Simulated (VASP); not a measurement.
Write the native input for VASP 6.6.1 that does the following.

```yaml
Task: relaxation of cell and atoms
Functional: r2SCAN
Potentials_or_basis: VASP PAW PBE potentials, release 64 (Ba_sv)
Cutoff: 600 eV
k_mesh: 5 × 5 × 5
Occupations: gaussian, width 0.1 eV
Spin: no spin polarisation
Target_pressure: 10 GPa
Dipole_correction: no
Further_INCAR_settings: ALGO = Normal; EDIFF = 1e-06; IBRION = 2; EDIFFG = -0.02; NSW = 80; ISIF = 3
```

Ba:

```
Ba
1.0
     0.00000    4.34000    4.34000
     4.34000    0.00000    4.34000
     4.34000    4.34000    0.00000
Ba
2
Direct
  0.00000 0.00000 0.00000
  0.25000 0.25000 0.25000
```

This isn't the form of Ba at room conditions, which is bcc.

The input as run:

POSCAR

```
Ba
1.0
    0.0000000000      4.3400000000      4.3400000000
    4.3400000000      0.0000000000      4.3400000000
    4.3400000000      4.3400000000      0.0000000000
Ba
2
Direct
    0.0000000000      0.0000000000      0.0000000000
    0.2500000000      0.2500000000      0.2500000000
```

INCAR.step1

```
SYSTEM = Ba
  PREC = Accurate
  ENCUT = 600
  ISMEAR = 0
  SIGMA = 0.1
  LREAL = .False.
  LASPH = .True.
  NELM = 60
  GGA = PE
  ALGO = Normal
  EDIFF = 1E-4
  LWAVE = .True.
  LCHARG = .False.
```

INCAR.step2

```
SYSTEM = Ba
  PREC = Accurate
  ENCUT = 600
  EDIFF = 1E-6
  ISMEAR = 0
  SIGMA = 0.1
  LREAL = .False.
  LASPH = .True.
  NELM = 60
  ALGO = Normal
  ISIF = 3
  LWAVE = .False.
  LCHARG = .False.
  METAGGA = R2SCAN
  LMIXTAU = .True.
  IBRION = 2
  NSW = 80
  EDIFFG = -0.02
  PSTRESS = 100.0
  ISTART = 1
```

KPOINTS

```
Automatic mesh
0
Gamma
  5 5 5
  0 0 0
```

Potentials or basis: VASP PAW PBE potentials, release 64 (Ba_sv).

The run is started by

```sh
$ cat potpaw_PBE.64/Ba_sv/POTCAR > POTCAR
$ cp INCAR.step1 INCAR
$ mpirun -np 1 vasp_std > vasp.out
$ cp INCAR.step2 INCAR
$ mpirun -np 1 vasp_std > vasp.out
```

It gave:

The relaxed volume is 41.43 Å³/atom, the relaxed cell is a = 4.893 Å, b = 4.893 Å, c = 4.893 Å, α = 60.00°, β = 60.00°, γ = 60.00° and the space group after relaxing (to 0.1 Å) is Fd-3m (No. 227). The energy change on relaxing (the run minimises the enthalpy) is +199.9 meV/atom, the ionic steps are 7 and the pressure after relaxing is 10.0 GPa. The band gap on the k mesh is zero (bands 10 and 11 overlap by 0.23 eV).

Caveat: the cell is relaxed towards a set pressure, so the run minimises the enthalpy, not the energy; the volume moved by over 15 % at a fixed basis, so the end points are rough; the PAW data sets were made with another functional, which shifts forces and pressure a little; spin-orbit coupling is left out, which moves the levels of the heavy elements.

Wall time 18 min on 1 thread of Oxide Virtual Turin-like Processor (shared host), peak memory 0.4 GiB.
